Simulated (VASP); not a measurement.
Input of a VASP 6.6.1 run:

Contents of INCAR:

```
SYSTEM = TaAsS
PREC = Accurate
ENCUT = 520
EDIFF = 1E-6
ISMEAR = 0
SIGMA = 0.1
LREAL = .FALSE.
LASPH = .TRUE.
NELM = 100
ALGO = Normal
ISIF = 2
LWAVE = .FALSE.
LCHARG = .FALSE.
LDIPOL = .TRUE.
IDIPOL = 3
DIPOL = 0.5 0.5 0.498
GGA = PE
NBANDS = 18
```

KPOINTS

```
regular mesh
0
G
  6 6 1
  0 0 0
```

POSCAR

```
TaAsS
1.0
    3.3523448300      0.0000000000      0.0000000000
   -1.6761724100      2.9032164500      0.0000000000
    0.0000000000      0.0000000000     18.0000000000
Ta As S
1 1 1
Direct
    0.0000000000      0.0000000000      0.4953333300
    0.6666666700      0.3333333300      0.5890017100
    0.3333333300      0.6666666700      0.4109982900
```

Potentials or basis: VASP PAW PBE potentials, release 64 (Ta_pv, As, S).

Run with:

```bash
$ cat potpaw_PBE.64/Ta_pv/POTCAR potpaw_PBE.64/As/POTCAR potpaw_PBE.64/S/POTCAR > POTCAR
$ mpirun -np 1 vasp_std > vasp.out
```

Problem. Estimate the band gap on the k mesh.

Solution. Zero (band 11 reaches -1.20 eV, above the bottom of band 12 at -2.01 eV).

Problem. Predict the largest force.

Solution. 1.754 eV/Å.

Forces in eV/Å, atoms in the order of the input:
```
Ta   0.000  0.000 -1.415
As   0.000  0.000  1.754
S    0.000  0.000 -0.339
```

Caveat: the k points lie up to 0.36 Å⁻¹ apart; spin-orbit coupling is left out, which moves the levels of the heavy elements.
